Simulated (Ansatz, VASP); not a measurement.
Two plane-wave programs on SiC

```
CELL_PARAMETERS angstrom
0.00000 2.21159 2.17805
2.21159 0.00000 2.17805
2.21159 2.21159 0.00000
ATOMIC_POSITIONS crystal
Si 0.00000 0.00000 0.00000
C 0.25000 0.25000 0.25000
```

Change from the starting cell: biaxial_xy strain +1.5%.

Alike in both runs: task single point; functional PBE; k mesh 10 × 10 × 10; occupations fermi-dirac, width 0.02 eV; no spin polarisation.

|  | VASP | Ansatz |
| --- | --- | --- |
| version | VASP 6.6.1 | Ansatz 0.2.0 |
| potentials or method | VASP PAW PBE potentials, release 64 (Si, C) | plane waves, PAW |
| plane-wave cutoff (eV) | 520 | 420 |
| valence electrons in the cell | 8 | 8 |

Ansatz gave:

| Property | Result |
| --- | --- |
| gap on the k mesh at the Fermi level (eV) | 1.23 |
| pressure (GPa) | -3.0 |
| traceless stress, the component that is largest in VASP (GPa) | 2.52 |

Q: What did VASP give for the same quantities?

A: gap on the k mesh at the Fermi level (eV): 1.23; pressure (GPa): -3.0; traceless stress, the component that is largest in VASP (GPa): 2.53.
